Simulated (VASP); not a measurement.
# Si (a cell with a defect) in VASP: further runs, part 2 of 3

VASP 6.6.1.

## 3. Single point, PBEsol

File INCAR:

```
SYSTEM = Si
ALGO = Normal
EDIFF = 1E-7
ENCUT = 520
GGA = PS
ISIF = 2
ISMEAR = 0
LASPH = .TRUE.
LCHARG = .FALSE.
LREAL = Auto
LWAVE = .FALSE.
NBANDS = 48
NELM = 60
PREC = Accurate
SIGMA = 0.02
```

File KPOINTS:

```
k-points
0
G
  2 2 2
  0 0 0
```

File POSCAR:

```
Si
1.0
    0.0000000000      5.4300000000      5.4300000000
    5.4300000000      0.0000000000      5.4300000000
    5.4300000000      5.4300000000      0.0000000000
Si
17
Direct
   -0.0206313996     -0.0202848066     -0.0204048803
    0.1054325046      0.1057811234      0.1056616022
    0.0212369245      0.0215811234      0.4630310313
    0.1344985267      0.1348449355      0.6110127072
    0.0212383978      0.4631520258      0.0214564457
    0.1344987109      0.6111324125      0.1347239411
   -0.0009608656      0.5064459484      0.5063251381
    0.1271952118      0.6285928177      0.6284692449
    0.4628046041      0.0215830571      0.0214569061
    0.6107853591      0.1348444751      0.1347232965
    0.5060994475     -0.0006132597      0.5063244936
    0.6282474217      0.1275406077      0.6284695212
    0.5060997238      0.5064453959     -0.0007332413
    0.6282477901      0.6285934622      0.1274170350
    0.5036735727      0.5040186924      0.5038943831
    0.6275345304      0.6278824125      0.6277627072
    0.8450997238      0.8454461326      0.8453244015
```

Potentials or basis: VASP PAW PBE potentials, release 64 (Si).

Started as:

```bash
> cat potpaw_PBE.64/Si/POTCAR > POTCAR
> mpirun -np 1 vasp_std > vasp.out
```

OUTCAR:

```text
SYSTEM = Si
   EDIFF = 1E-7
   ENCUT = 520
   GGA = PS
   ISIF = 2
   ISMEAR = 0
   LASPH = .TRUE.
   LREAL = Auto
   NELM = 60
   PREC = Accurate

 ion  position               nearest neighbor table
   1  0.979  0.980  0.980-   4 2.35   6 2.35  10 2.35   2 2.37  17 2.53
   2  0.105  0.106  0.106-   3 2.29   5 2.29   9 2.29   1 2.37
   3  0.021  0.022  0.463-   2 2.29   4 2.35   8 2.48  12 2.48  17 2.48
   4  0.134  0.135  0.611-  11 2.33   7 2.33   1 2.35   3 2.35
   5  0.021  0.463  0.021-   2 2.29   6 2.35   8 2.48  14 2.48  17 2.48
   6  0.134  0.611  0.135-  13 2.33   7 2.33   1 2.35   5 2.35
   7  0.999  0.506  0.506-  16 2.33   4 2.33   6 2.33   8 2.34
   8  0.127  0.629  0.628-   7 2.34  15 2.36  17 2.41   5 2.48   3 2.48
   9  0.463  0.022  0.021-   2 2.29  10 2.35  12 2.48  14 2.48  17 2.48
  10  0.611  0.135  0.135-  13 2.33  11 2.33   1 2.35   9 2.35
  11  0.506  0.999  0.506-  16 2.33   4 2.33  10 2.33  12 2.34
  12  0.628  0.128  0.628-  11 2.34  15 2.36  17 2.41   9 2.48   3 2.48
  13  0.506  0.506  0.999-  16 2.33  10 2.33   6 2.33  14 2.34
  14  0.628  0.629  0.127-  13 2.34  15 2.36  17 2.41   9 2.48   5 2.48
  15  0.504  0.504  0.504-  16 2.33  14 2.36  12 2.36   8 2.36
  16  0.628  0.628  0.628-  13 2.33  11 2.33   7 2.33  15 2.33
  17  0.845  0.845  0.845-  14 2.41  12 2.41   8 2.41   3 2.48   5 2.48   9 2.48   1 2.53

  LATTYP: Found a face centered cubic cell.
 ALAT       =    10.8600000000

  Lattice vectors:

 A1 = (   0.0000000000,   5.4300000000,   5.4300000000)
 A2 = (   5.4300000000,   0.0000000000,   5.4300000000)
 A3 = (   5.4300000000,   5.4300000000,   0.0000000000)

Analysis of symmetry for initial positions (statically):
=====================================================================
 Subroutine PRICEL returns:
 Original cell was already a primitive cell.

 Routine SETGRP: Setting up the symmetry group for a
 face centered cubic supercell.

 Subroutine GETGRP returns: Found  6 space group operations
 (whereof  1 operations were pure point group operations)
 out of a pool of 48 trial point group operations.

The static configuration has the point symmetry C_1 .
 The point group associated with its full space group is C_3v.

Analysis of symmetry for dynamics (positions and initial velocities):
=====================================================================
 Subroutine PRICEL returns:
 Original cell was already a primitive cell.

 Routine SETGRP: Setting up the symmetry group for a
 face centered cubic supercell.

 Subroutine GETGRP returns: Found  6 space group operations
 (whereof  1 operations were pure point group operations)
 out of a pool of 48 trial point group operations.

The dynamic configuration has the point symmetry C_1 .
 The point group associated with its full space group is C_3v.

 Subroutine INISYM returns: Found  6 space group operations
 (whereof  1 operations are pure point group operations),
 and found     1 'primitive' translations

----------------------------------------------------------------------------------------

                                     Primitive cell

  volume of cell :     320.2060

  direct lattice vectors                    reciprocal lattice vectors
     0.000000000  5.430000000  5.430000000    -0.092081031  0.092081031  0.092081031
     5.430000000  0.000000000  5.430000000     0.092081031 -0.092081031  0.092081031
[... 75 lines left out ...]
  0.500000  0.500000  0.000000      3.000000
   k-points           NKPTS =      4   k-points in BZ     NKDIM =      4   number of bands    NBANDS=     48
   number of dos      NEDOS =    301   number of ions     NIONS =     17
   total plane-waves  NPLWV = 216000
   dimension x,y,z NGX =    60 NGY =   60 NGZ =   60
   dimension x,y,z NGXF=   120 NGYF=  120 NGZF=  120
   ions per type =              17
   NGX,Y,Z   is equivalent  to a cutoff of  12.99, 12.99, 12.99 a.u.
   NGXF,Y,Z  is equivalent  to a cutoff of  25.98, 25.98, 25.98 a.u.
 SYSTEM =  Si
   PREC   = accura    normal or accurate (medium, high low for compatibility)
   ISTART =      0    job   : 0-new  1-cont  2-samecut
   ICHARG =      2    charge: 1-file 2-atom 10-const
   ISPIN  =      1    spin polarized calculation?
   LNONCOLLINEAR =      F non collinear calculations
   LSORBIT =      F    spin-orbit coupling
   LASPH  =      T    aspherical Exc in radial PAW
   ENCUT  =  520.0 eV  38.22 Ry    6.18 a.u.  14.28 14.28 14.28*2*pi/ulx,y,z
   NELM   =     60;   NELMIN=  2; NELMDL= -5     # of ELM steps
   EDIFF  = 0.1E-06   stopping-criterion for ELM
   LREAL  =      T    real-space projection
   EDIFFG = 0.1E-05   stopping-criterion for IOM
   NSW    =      0    number of steps for IOM
   IBRION =     -1    ionic relax: 0-MD 1-quasi-New 2-CG
   NFREE  =      0    steps in history (QN), initial steepest desc. (CG)
   ISIF   =      2    stress and relaxation
   ISYM   =      2    0-nonsym 1-usesym 2-fastsym
   POTIM  = 0.5000    time-step for ionic-motion
   TEBEG  =    0.0;   TEEND  =   0.0 temperature during run
   PSTRESS=    0.0 pullay stress
   NELECT =      68.0000    total number of electrons
   NUPDOWN=      -1.0000    fix difference up-down
   EMIN   =  10.00;   EMAX   =-10.00  energy-range for DOS
   EFERMI =   0.00;   METHOD = LEGACY
   ISMEAR =     0;   SIGMA  =   0.02  broadening in eV -4-tet -1-fermi 0-gaus
   EFERMI_NEDOS =   21; number of points for ismear=-14 and -15
   IALGO  =     38    algorithm
   IMIX   =      4    mixing-type and parameters
     AMIX     =   0.40;   BMIX     =  1.00
     AMIX_MAG =   1.60;   BMIX_MAG =  1.00
  volume/ion in A,a.u.               =      18.84       127.11
  Fermi-wavevector in a.u.,A,eV,Ry     =   0.976715  1.845724 12.979587  0.953973
  Thomas-Fermi vector in A             =   2.107356
   LORBIT       =      0    0 simple, 1 ext, 2 COOP (PROOUT), +10 PAW based schemes
   GGA     = PS    functional components
   LHFCALC =     F    Hartree Fock is set to
   AEXX    =    0.0000 exact exchange contribution
   IVDW    =     0    specifies the selected vdW correction
   LEPSILON=     F    determine dielectric tensor
   LRPA    =     F    only Hartree local field effects (RPA)
 non-spin polarized calculation
 Gauss-broadening in eV      SIGMA  =   0.02
  energy-cutoff  :      520.00
  volume of cell :      320.21
 maximum number of plane-waves:      8646
 NGX is ok and might be reduce to    60
   NGX = 29   NGY = 29   NGZ = 29

 number of electron      67.9999999 magnetization

 Free energy of the ion-electron system (eV)
  ---------------------------------------------------
  ext. energy  EPLUGINS =         0.00000000
  ---------------------------------------------------
  free energy    TOTEN  =       -93.63605216 eV

  energy without entropy =      -93.63219560  energy(sigma->0) =      -93.63412388

 E-fermi :   6.7391     XC(G=0):  -9.8224

 val. band max:        6.6121732753   @ k =   0.0000   0.0000   0.0000
 cond. band min:       6.7451663636   @ k =   0.5000   0.5000   0.0000
 fundamental gap:      0.1329930883
 Fermi energy:         6.7390749596

 k-point     1 :       0.0000    0.0000    0.0000
  band No.  band energies     occupation
      1      -6.3171      2.00000
      2      -3.9329      2.00000
      3      -3.6388      2.00000
      4      -3.6387      2.00000
      5      -3.4777      2.00000
      6      -2.8726      2.00000
[... 185 lines left out ...]
     45      10.1945      0.00000
     46      10.2666      0.00000
 [bands above 46 left out]

------------------------ aborting loop because EDIFF is reached ----------------------------------------

  FORCE on cell =-STRESS in cart. coord.  units (eV):
  Direction    XX          YY          ZZ          XY          YZ          ZX
  --------------------------------------------------------------------------------------
  -------------------------------------------------------------------------------------
  Total        5.1195773      5.1195773      5.1195773     -0.6657326     -0.6657326     -0.6657326
  in kB       25.6162292     25.6162292     25.6162292     -3.3310483     -3.3310483     -3.3310483
  external PRESSURE =      25.6162292 kB  Pullay stress =       0.0000000 kB

 VOLUME and BASIS-vectors are now :
 -----------------------------------------------------------------------------
  energy-cutoff  :      520.00
  volume of cell :      320.21
      direct lattice vectors                 reciprocal lattice vectors
     0.000000000  5.430000000  5.430000000    -0.092081031  0.092081031  0.092081031
     5.430000000  0.000000000  5.430000000     0.092081031 -0.092081031  0.092081031
     5.430000000  5.430000000  0.000000000     0.092081031  0.092081031 -0.092081031

 POSITION                                       TOTAL-FORCE (eV/Angst)
 -----------------------------------------------------------------------------------
     10.63906     10.63717     10.63783         0.006314      0.006314      0.006314
      1.14813      1.14624      1.14689        -0.007404     -0.007404     -0.007404
      2.63144      2.62957      0.23250         0.003830      0.003830     -0.040579
      4.05001      4.04813      1.46253        -0.007915     -0.007915     -0.014334
      2.63142      0.23183      2.63024         0.003830     -0.040579      0.003830
      4.05000      1.46188      4.04878        -0.007915     -0.014334     -0.007915
[... 9 lines left out ...]
      6.81815      6.81626      6.81691         0.062313      0.062313      0.062313
      9.18088      9.17900      9.17966        -0.083454     -0.083454     -0.083454
 -----------------------------------------------------------------------------------
    total drift:                                0.003128      0.000984     -0.008131

  FREE ENERGIE OF THE ION-ELECTRON SYSTEM (eV)
  ---------------------------------------------------
  free  energy   TOTEN  =       -93.6360521606 eV

  energy  without entropy=      -93.6321956025  energy(sigma->0) =      -93.63412388
```

Run time: 4.1 min. Hardware: 1 thread of Intel Xeon 8259CL, shared host; peak memory 0.45 GiB.

What came out:

```
Free energy            : -93.6361 eV
Pressure               : 2.6 GPa
Largest force          : 0.145 eV/Å
Band gap on the k mesh : zero (bands 34 and 35 overlap by 0.13 eV)
```

Forces on the atoms (eV/Å):
```
Si   0.006  0.006  0.006
Si  -0.007 -0.007 -0.007
Si   0.004  0.004 -0.041
Si  -0.008 -0.008 -0.014
Si   0.004 -0.041  0.004
Si  -0.008 -0.014 -0.008
Si  -0.017  0.017  0.017
Si  -0.033  0.027  0.027
Si  -0.041  0.004  0.004
Si  -0.014 -0.008 -0.008
Si   0.017 -0.017  0.017
Si   0.027 -0.033  0.027
Si   0.017  0.017 -0.017
Si   0.027  0.027 -0.033
Si   0.048  0.048  0.048
Si   0.062  0.062  0.062
Si  -0.083 -0.083 -0.083
```

Levels at points of the mesh, in eV from the Fermi level:
| k point | band 32 | band 33 | band 34 | band 35 | band 36 | band 37 |
| --- | --- | --- | --- | --- | --- | --- |
| (0.00, 0.00, 0.00) | -0.73 | -0.73 | -0.50 | -0.13 | -0.13 | 0.15 |
| (0.50, 0.00, 0.00) | -1.36 | -0.94 | -0.15 | 0.08 | 0.68 | 0.82 |
| (0.50, 0.50, 0.50) | -1.31 | -1.31 | -0.34 | 0.34 | 0.34 | 1.04 |
| (0.50, 0.50, 0.00) | -1.72 | -0.88 | 0.01 | 0.37 | 1.18 | 1.35 |

Caveat: the k points lie up to 0.50 Å⁻¹ apart; the PAW data sets were made with another functional, which shifts forces and pressure a little.

(Part 2 of 3 ends here.)

The gap in the log of VASP goes by the Fermi energy; the results here count the filled bands.